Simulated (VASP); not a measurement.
Wanted: the native input for a VASP 6.6.1 run.

```yaml
Task: electric field gradients
Functional: LDA
Potentials_or_basis: VASP PAW LDA potentials, release 64 (Li_sv, H)
Cutoff: 520 eV
k_mesh: 11 × 11 × 11
Occupations: fermi-dirac, width 0.03 eV
Spin: no spin polarisation
Dipole_correction: no
Further_INCAR_settings: ALGO = Normal; EDIFF = 1e-08; NBANDS = 9
```

The structure of LiH lies in POSCAR:

```
LiH
1.0
    0.0000000000      2.0188586494      2.0188586494
    2.0188586494      0.0000000000      2.0188586494
    2.0188586494      2.0188586494      0.0000000000
Li H
1 1
Direct
    0.0000000000      0.0000000000      0.0000000000
    0.5000000000      0.5000000000      0.5000000000
```

This cell differs from its parent crystal: volume scaled by 0.98.

These files were run (other wordings do the same):

INCAR

```
SYSTEM = LiH
  ALGO = Normal
  EDIFF = 1E-8
  ENCUT = 520
  ISIF = 2
  ISMEAR = -1
  LASPH = .True.
  LCHARG = .False.
  LEFG = .True.
  LREAL = .False.
  LWAVE = .False.
  NBANDS = 9
  NELM = 100
  PREC = Accurate
  SIGMA = 0.03
```

KPOINTS

```
k-points
0
Gamma
  11 11 11
  0 0 0
```

Potentials or basis: VASP PAW LDA potentials, release 64 (Li_sv, H).

Run with:

```sh
$ cat potpaw_LDA.64/Li_sv/POTCAR potpaw_LDA.64/H/POTCAR > POTCAR
$ mpirun -np 1 vasp_std > vasp.out
```

It gave:

* Band gap on the k mesh: 2.82 eV, direct

Caveat: without QUAD_EFG the Cq values of the log hold for a quadrupole moment of 1 mb, not for the nuclei.

It took 23 s on 1 thread of AMD EPYC 7R13, with other jobs on the host, peak memory 0.09 GiB.
